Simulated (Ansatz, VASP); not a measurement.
One calculation of TiAl3, two programs

```xyz
4
Lattice="0.0000 3.1933 3.1933 3.1933 0.0000 3.1933 3.1933 3.1933 0.0000" Properties=species:S:1:pos:R:3 pbc="T T T"
Ti    3.1933    3.1933    3.1933
Al    0.0000    0.0000    0.0000
Al    1.5966    1.5966    1.5966
Al    4.7899    4.7899    4.7899
```

Alike in both runs: task relaxation of cell and atoms; functional PBE; k mesh 12 × 12 × 12; occupations gaussian, width 0.1 eV; no spin polarisation.

|  | VASP | Ansatz |
| --- | --- | --- |
| version | VASP 6.6.1 | Ansatz 0.2.0 |
| potentials or method | VASP PAW PBE potentials, release 64 (Ti_sv, Al), cutoff 600 eV | scalar-relativistic, plane waves, PAW |
| valence electrons in the cell | 21 | 21 |

```tsv
	VASP	Ansatz	Ansatz less VASP
gap on the k mesh at the Fermi level, each at its own relaxed structure (eV)	none	none	-
relaxed volume (Å³/atom)	16.35	16.34	-0.007
relaxed length of the cell vector where the two differ most in proportion (Å)	4.522	4.522	-0.0006
```

A gap of «none» marks a metal or a gap that the smearing closes.
